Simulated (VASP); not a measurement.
ScAl3: single point with PBEsol

Crystal: ScAl3.

```xyz
4
Lattice="3.9084 0.0000 0.0000 0.0000 3.9084 0.0000 0.0000 0.0000 4.0713" Properties=species:S:1:pos:R:3 pbc="T T T"
Sc    0.0000    0.0000    0.0000
Al    1.9542    0.0000    2.0356
Al    0.0000    1.9542    2.0356
Al    1.9542    1.9542    0.0000
```

This cell differs from its parent crystal: strain -0.040 along x and y, +0.000 along z.

```
Program             : VASP 6.6.1
Task                : single point
Functional          : PBEsol
Potentials or basis : VASP PAW PBE potentials, release 64 (Sc_sv, Al)
Cutoff              : 520 eV
k mesh              : 12 × 12 × 12
Occupations         : gaussian, width 0.15 eV
Spin                : no spin polarisation
```

```
Pressure               : 9.2 GPa
Band gap on the k mesh : zero (bands 10 and 11 overlap by 4.27 eV)
```

Stress tensor (GPa, compression positive):
```
11.72  0.00  0.00
 0.00 11.72  0.00
 0.00  0.00  4.15
```

Levels at points of the mesh, in eV from the Fermi level:
```
           k point  band 8  band 9  band 10  band 11  band 12  band 13
(0.00, 0.00, 0.00)   -2.22   -1.62    -1.62     1.21     1.30     1.30
(0.50, 0.00, 0.00)   -1.73   -1.67     0.83     0.97     1.36     1.74
(0.50, 0.50, 0.00)   -4.59   -0.79    -0.79     0.98     1.14     2.42
(0.00, 0.00, 0.50)   -1.74   -1.60     1.33     1.33     1.38     1.61
(0.50, 0.00, 0.50)   -4.58   -0.56    -0.43     1.38     1.64     2.12
(0.50, 0.50, 0.50)   -4.81   -3.15    -2.94    -2.94     1.14     2.77
```

Run time: 2.1 min on 1 thread of AMD EPYC 9R45 96-Core Processor (Zen 5), with other jobs on the host, peak memory 0.29 GiB.

Caveat: the cell differs from its parent crystal (strain -0.040 along x and y, +0.000 along z); the stress differs along the axes, from 4 to 12 GPa; the PAW data sets were made with another functional, which shifts forces and pressure a little.
